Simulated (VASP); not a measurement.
Input of a VASP 6.6.1 run:

Contents of INCAR:

```
SYSTEM = Rh
PREC     = Accurate       ! precision mode
ENCUT    = 520            ! plane-wave cutoff, eV
EDIFF    = 1E-6           ! SCF threshold, eV
ISMEAR   = -1             ! smearing method
SIGMA    = 0.05           ! smearing width, eV
LREAL    = .FALSE.        ! projectors in reciprocal space
LASPH    = .TRUE.         ! aspherical terms in the spheres
NELM     = 100            ! most SCF steps
ALGO     = Normal         ! electronic algorithm
ISIF     = 2              ! what is computed and relaxed
LWAVE    = .FALSE.        ! write WAVECAR
LCHARG   = .FALSE.        ! write CHGCAR
GGA      = PE             ! functional
NBANDS   = 14             ! bands
```

KPOINTS

```
regular mesh
0
G
  10 10 10
  0 0 0
```

POSCAR

```
Rh
1.0
    0.0000000000      1.8978500000      1.8978500000
    1.8978500000      0.0000000000      1.8978500000
    1.8978500000      1.8978500000      0.0000000000
Rh
1
Direct
    0.0000000000      0.0000000000      0.0000000000
```

Potentials or basis: VASP PAW PBE potentials, release 64 (Rh_pv).

Command:

```console
$ cat potpaw_PBE.64/Rh_pv/POTCAR > POTCAR
$ mpirun -np 1 vasp_std > vasp.out
```

Task: What does it give for the pressure?

Result: 7.6 GPa.
